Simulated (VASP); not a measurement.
Runs of VASP 6.6.1 on Si7WO16 (a cell with a defect). The structure is that of space group C2 (No. 5), or close to it. The cells are those of the table. 

```csv
level,potentials or basis,k mesh,cutoff (eV),smearing,gap on the mesh (eV),pressure (GPa),largest force (eV/Å)
r2SCAN,"VASP PAW PBE potentials, release 64 (Si, W_sv, O)","1 × 1 × 1, shifted",580,fermi-dirac 0.01 eV,1.65,(b),0.51
PBE,"VASP PAW PBE potentials, release 64 (Si, W_sv, O)","1 × 1 × 1, shifted",520,gaussian 0.01 eV,1.22,1.7,0.21
LDA,"VASP PAW LDA potentials, release 64 (Si, W_sv, O)","1 × 1 × 1, shifted",520,fermi-dirac 0.01 eV,1.07,(a),0.45
PBE,"VASP PAW PBE potentials, release 64 (Si, W_sv, O)",1 × 1 × 1,520,fermi-dirac 0.01 eV,-,1.7,0.16
```

Alike in all rows: task single point; no spin polarisation; cell a = 8.726, b = 8.726, c = 7.186 Å, angles 65.7, 65.7, 48.6°, 24 atoms.

Question: Fill in the values left out.

Answer: (a) -4.1; (b) -2.6.

Caveats: all runs use coarse meshes; spin-orbit coupling is left out, which moves the levels of the heavy elements; the PAW data sets were made with another functional, which shifts forces and pressure a little (at least some runs).

A k mesh can miss the band edges, and the runs leave out spin-orbit coupling on W.
